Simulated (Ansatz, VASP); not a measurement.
Given: the input of a run of VASP 6.6.1 on LiF.

Contents of INCAR:

```
SYSTEM = LiF
PREC = Accurate
ENCUT = 520
EDIFF = 1E-7
ISMEAR = -1
SIGMA = 0.05
LREAL = .FALSE.
LASPH = .TRUE.
NELM = 100
ALGO = Normal
ISIF = 2
LWAVE = .FALSE.
LCHARG = .FALSE.
GGA = CA
NBANDS = 12
```

File KPOINTS:

```
regular mesh
0
G
  11 11 11
  0 0 0
```

Contents of POSCAR:

```
LiF
1.0
    0.0000000000      1.9867804471      1.9867804471
    1.9867804471      0.0000000000      1.9867804471
    1.9867804471      1.9867804471      0.0000000000
F Li
1 1
Direct
    0.5000000000      0.5000000000      0.5000000000
    0.0000000000      0.0000000000      0.0000000000
```

Potentials or basis: VASP PAW LDA potentials, release 64 (F, Li_sv).

Run with:

```bash
$ cat potpaw_LDA.64/F/POTCAR potpaw_LDA.64/Li_sv/POTCAR > POTCAR
$ mpirun -np 1 vasp_std > vasp.out
```

Question: Set up the same calculation for Ansatz 0.2.0. Potentials there: all-electron LAPW, scalar-relativistic.

Answer: As run (the cutoff follows the program's own potentials):

input.yaml

```yaml
crystal:
  lattice:
    - [0.0, 1.9867804471, 1.9867804471]
    - [1.9867804471, 0.0, 1.9867804471]
    - [1.9867804471, 1.9867804471, 0.0]
  atoms:
    - { symbol: F, position: [0.5, 0.5, 0.5] }
    - { symbol: Li, position: [0.0, 0.0, 0.0] }
kpoints:
  mp_grid: { grid: [11, 11, 11] }
scf:
  occupations: { method: fermi_dirac, width: 0.05 }
hamiltonian:
  xc: lda
  pseudopotentials: { kind: all_electron, lapw: { basis_error: 0.001 } }
output:
  forces: true
  stress: true
  eigenvalues: true
```

Potentials or basis: all-electron LAPW, scalar-relativistic.

Command:

```sh
$ ansatz run input.yaml --threads 1 --pin off --max-ram 3072MiB --backend cpu --events-out ev --progress --plain --runs-dir out
```

Both were run:

|  | VASP | Ansatz | Ansatz less VASP |
| --- | --- | --- | --- |
| gap on the k mesh at the Fermi level (eV) | 9.21 | 9.20 | -0.017 |
| least direct gap on the mesh (eV) | 9.21 | 9.20 | -0.017 |

LDA's correlation is that of Perdew and Zunger in VASP and of Perdew and Wang (1992) in Ansatz. Ansatz ran all-electron here, and VASP with PAW potentials.

Noted on VASP's run: the cutoff is short for stress, so the pressure is rough.
